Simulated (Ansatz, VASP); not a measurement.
This is a calculation of SiC for Ansatz 0.2.0.

Contents of input.yaml:

```yaml
crystal:
  lattice:
    - [0.0, 2.179, 2.179]
    - [2.179, 0.0, 2.179]
    - [2.179, 2.179, 0.0]
  atoms:
    - { symbol: Si, position: [0.0, 0.0, 0.0] }
    - { symbol: C, position: [0.75, 0.75, 0.75] }
kpoints:
  mp_grid: { grid: [10, 10, 10] }
scf:
  occupations: { method: fermi_dirac, width: 0.05 }
hamiltonian:
  xc: pbe
  pseudopotentials: { kind: all_electron, datasets: crystal }
output:
  forces: true
  stress: true
  eigenvalues: true
  efg: {}
```

Potentials or basis: all-electron PAW datasets made for the crystal.

Command:

```bash
$ ansatz run input.yaml --threads 1 --pin off --max-ram 3072MiB --backend cpu --events-out ev --progress --plain --runs-dir out
```

Task: Set up the same calculation for VASP 6.6.1. Potentials there: VASP PAW PBE potentials, release 64 (Si, C).

Result: As run (the cutoff follows the program's own potentials):

File INCAR:

```
ALGO = Normal ; EDIFF = 1E-8
ENCUT = 520 ; GGA = PE
GGA_COMPAT = False ; ISIF = 2
ISMEAR = -1 ; LASPH = True
LCHARG = False ; LEFG = True
LREAL = False ; LWAVE = False
NBANDS = 11 ; NELM = 120
PREC = Accurate ; SIGMA = 0.05
```

Contents of KPOINTS:

```
k-points
0
Gamma
  10 10 10
```

POSCAR

```
SiC
1.0
    0.0000000000      2.1790000000      2.1790000000
    2.1790000000      0.0000000000      2.1790000000
    2.1790000000      2.1790000000      0.0000000000
Si C
1 1
Direct
    0.0000000000      0.0000000000      0.0000000000
    0.7500000000      0.7500000000      0.7500000000
```

Potentials or basis: VASP PAW PBE potentials, release 64 (Si, C).

The run is started by

```bash
$ cat potpaw_PBE.64/Si/POTCAR potpaw_PBE.64/C/POTCAR > POTCAR
$ mpirun -np 1 vasp_std > vasp.out
```

Both were run:

|  | VASP | Ansatz | Ansatz less VASP |
| --- | --- | --- | --- |
| gap on the k mesh at the Fermi level (eV) | 1.36 | 1.36 | +0.002 |
| least direct gap on the mesh (eV) | 4.54 | 4.55 | +0.005 |
| pressure (GPa) | 3.2 | 3.3 | +0.07 |

Ansatz ran all-electron here, and VASP with PAW potentials.
